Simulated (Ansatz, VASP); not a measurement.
Two plane-wave programs on Si2W

Contents of INCAR:

```
SYSTEM = Si2W
PREC = Accurate ; ENCUT = 520
EDIFF = 1E-7 ; ISMEAR = 0
SIGMA = 0.03 ; LREAL = .False.
LASPH = .True. ; NELM = 80
ALGO = Normal ; ISIF = 2
LWAVE = .False. ; LCHARG = .False.
GGA = PE ; NBANDS = 43
```

KPOINTS

```
Automatic mesh
0
Gamma
  9 9 6
  0 0 0
```

POSCAR

```
Si2W
1.0
    4.4975331999      0.0000000000      0.0000000000
   -2.2487666000      3.8949780055      0.0000000000
    0.0000000000      0.0000000000      6.9968123992
Si W
6 3
Direct
    0.8175753463      0.6351506926      0.5000000000
    0.1824246537      0.8175753463      0.8333333333
    0.6351506926      0.8175753463      0.1666666667
    0.1824246537      0.3648493074      0.5000000000
    0.8175753463      0.1824246537      0.8333333333
    0.3648493074      0.1824246537      0.1666666667
    0.0000000000      0.5000000000      0.1666666667
    0.5000000000      0.5000000000      0.8333333333
    0.5000000000      0.0000000000      0.5000000000
```

Input for Ansatz:

```yaml
crystal:
  lattice:
    - [4.4975331999, 0.0, 0.0]
    - [-2.2487666, 3.8949780055, 0.0]
    - [0.0, 0.0, 6.9968123992]
  atoms:
    - { symbol: Si, position: [0.8175753463, 0.6351506926, 0.5] }
    - { symbol: Si, position: [0.1824246537, 0.8175753463, 0.8333333333] }
    - { symbol: Si, position: [0.6351506926, 0.8175753463, 0.1666666667] }
    - { symbol: Si, position: [0.1824246537, 0.3648493074, 0.5] }
    - { symbol: Si, position: [0.8175753463, 0.1824246537, 0.8333333333] }
    - { symbol: Si, position: [0.3648493074, 0.1824246537, 0.1666666667] }
    - { symbol: W, position: [0.0, 0.5, 0.1666666667] }
    - { symbol: W, position: [0.5, 0.5, 0.8333333333] }
    - { symbol: W, position: [0.5, 0.0, 0.5] }
basis:
  ecutwfc: 420
kpoints:
  mp_grid: { grid: [9, 9, 6] }
hamiltonian:
  xc: pbe
  pseudopotentials: { kind: paw, azcp: { folder: soft_1 } }
scf:
  occupations: { method: gaussian, width: 0.03 }
output:
  forces: true
  stress: true
  eigenvalues: true
```

Alike in both runs: task single point; functional PBE; k mesh 9 × 9 × 6; occupations gaussian, width 0.03 eV; no spin polarisation.

|  | VASP | Ansatz |
| --- | --- | --- |
| version | VASP 6.6.1 | Ansatz 0.2.0 |
| potentials or method | VASP PAW PBE potentials, release 64 (Si, W_sv), cutoff 520 eV | scalar-relativistic, plane waves, PAW |
| valence electrons in the cell | 66 | 66 |

```csv
,VASP,Ansatz,Ansatz less VASP
gap on the k mesh at the Fermi level (eV),0.23,0.23,+0.001
least direct gap on the mesh (eV),0.78,0.78,+0.001
pressure (GPa),4.5,4.5,-0.02
"traceless stress, the component that is largest in VASP (GPa)",-12.79,-12.82,-0.027
rms of the force components (eV/Å),1.158,1.158,0.0000
```

Atom by atom the forces differ by 0.000 eV/Å (rms over components).

Neither program's run includes spin-orbit coupling.
